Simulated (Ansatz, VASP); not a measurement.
# SiF: VASP beside Ansatz

```xyz
2
Lattice="0.0000 2.5147 2.5147 2.5147 0.0000 2.5147 2.5147 2.5147 0.0000" Properties=species:S:1:pos:R:3 pbc="T T T"
Si    2.5147    2.5147    2.5147
F     0.0000    0.0000    0.0000
```

Change from the starting cell: species swapped into the MgTe type (Fm-3m, No. 225).

Alike in both runs: functional PBE; k mesh 7 × 7 × 7; occupations gaussian, width 0.2 eV; no spin polarisation.

Ansatz relaxed the structure, and its values are those at the end. VASP's run is a single point on that final structure, the one shown.

|  | VASP | Ansatz |
| --- | --- | --- |
| version | VASP 6.6.1 | Ansatz 0.2.0 |
| potentials or method | VASP PAW PBE potentials, release 64 (Si, F), cutoff 600 eV | scalar-relativistic, plane waves, PAW |
| valence electrons in the cell | 11 | 11 |

```csv
,VASP,Ansatz,Ansatz less VASP
gap on the k mesh at the Fermi level (eV),none,none,-
pressure (GPa),0.1,0.3,+0.22
```

A gap of «none» marks a metal or a gap that the smearing closes.
